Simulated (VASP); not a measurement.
A run of VASP 6.6.1 is set up as follows.

INCAR

```
SYSTEM = Pr2F
PREC     = Accurate       ! precision mode
ENCUT    = 600            ! plane-wave cutoff, eV
EDIFF    = 1E-6           ! SCF threshold, eV
ISMEAR   = 0              ! smearing method
SIGMA    = 0.1            ! smearing width, eV
LREAL    = .FALSE.        ! projectors in reciprocal space
LASPH    = .TRUE.         ! aspherical terms in the spheres
NELM     = 200            ! most SCF steps
ALGO     = Normal         ! electronic algorithm
ISIF     = 2              ! what is computed and relaxed
LWAVE    = .FALSE.        ! write WAVECAR
LCHARG   = .TRUE.         ! write CHGCAR
GGA      = PE             ! functional
LELF     = .TRUE.         ! ELF
LVHAR    = .TRUE.       
NBANDS   = 22             ! bands
GGA_COMPAT= .FALSE.      
LMAXMIX  = 6              ! l up to which the mixer works
```

The input KPOINTS:

```
regular mesh
0
G
  6 6 4
  0 0 0
```

Contents of POSCAR:

```
Pr2F
1.0
    3.6351673634     -0.0000000031      0.0000000000
   -1.8175836790      3.1481472853      0.0000000000
    0.0000000000      0.0000000000      8.0813030556
Pr F
2 1
Direct
    0.0000000000      0.0000000000      0.7829958248
    0.0000000000      0.0000000000      0.2170041752
    0.0000000000      0.0000000000      0.5000000000
```

Potentials or basis: VASP PAW PBE potentials, release 64 (Pr_3, F), 4f in core.

Launch:

```console
$ cat potpaw_PBE.64/Pr_3/POTCAR potpaw_PBE.64/F/POTCAR > POTCAR
$ mpirun -np 1 vasp_std > vasp.out
```

Estimate the largest force.

0.010 eV/Å.

Estimate the pressure.

-0.1 GPa.

Estimate the band gap on the k mesh.

zero (an odd number of electrons rules out a gap without spin polarisation).

Forces in eV/Å, atoms in the order of the input:
```
Pr   0.000  0.000  0.010
Pr   0.000  0.000 -0.010
F    0.000  0.000  0.000
```

Caveat: spin-orbit coupling is left out, which moves the levels of the heavy elements; the 4f electrons are frozen in the core, so they carry no moment and show no levels; the run has no spin polarisation, though such a crystal can be magnetic. Spin polarisation is off, so any magnetic state and its effect on volume and gap are missing.
